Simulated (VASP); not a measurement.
# BAs: relaxation of cell and atoms with PBE

Crystal: BAs.

```
B As
1.0
     3.17381    0.00000    0.00000
     0.00000    3.17381    0.00000
     0.00000    0.00000    3.17381
B As
1 1
Direct
  0.50000 0.50000 0.50000
  0.00000 0.00000 0.00000
```

```
Program                : VASP 6.6.1
Task                   : relaxation of cell and atoms
Functional             : PBE
Potentials or basis    : VASP PAW PBE potentials, release 64 (B, As)
Cutoff                 : 500 eV
k mesh                 : 6 × 6 × 6
Occupations            : gaussian, width 0.2 eV
Spin                   : no spin polarisation
Dipole correction      : no
Further INCAR settings : ALGO = Normal; EDIFF = 1e-07; IBRION = 2; EDIFFG = -0.08; NSW = 36; ISIF = 3
```

| Item | Value |
| --- | --- |
| Relaxed volume | 12.79 Å³/atom |
| Relaxed cell | a = 2.947 Å, b = 2.947 Å, c = 2.947 Å, α = 90.00°, β = 90.00°, γ = 90.00° |
| Space group after relaxing (to 0.05 Å) | Pm-3m (No. 221) |
| Energy gained by relaxing | 182.0 meV/atom |
| Ionic steps | 2 |
| Pressure after relaxing | 0.1 GPa |

Step by step:
| step | energy change (eV) | largest force (eV/Å) | pressure (GPa) | volume (Å³) |
| --- | --- | --- | --- | --- |
| 1 | 0.0000 | 0.0000 | -14.87 | 31.97 |
| 2 | -0.3639 | 0.0000 | 0.11 | 25.59 |

Final structure:
```
B As
1.0
     2.94669    0.00000    0.00000
     0.00000    2.94669    0.00000
     0.00000    0.00000    2.94669
B As
1 1
Cartesian
  1.4733 1.4733 1.4733
  0.0000 0.0000 0.0000
```

Levels at points of the mesh, in eV from the Fermi level:
```tsv
k point	band 2	band 3	band 4	band 5	band 6	band 7
(0.00, 0.00, 0.00)	-0.85	-0.85	-0.85	-0.38	5.64	5.64
(0.50, 0.00, 0.00)	-9.96	2.79	2.79	3.18	3.18	3.30
(0.50, 0.50, 0.00)	-6.73	-6.73	-5.47	4.05	5.02	7.06
(0.50, 0.50, 0.50)	-3.04	-3.04	-3.04	-2.62	-1.95	-1.95
```

Wall time 4.3 s on 1 thread of Intel(R) Xeon(R) 6975P-C (Granite Rapids) (shared host), peak memory 0.13 GiB.

Caveat: the volume moved by over 15 % at a fixed basis, so the end points are rough; the bands computed are all filled at some k points, so no gap is given.
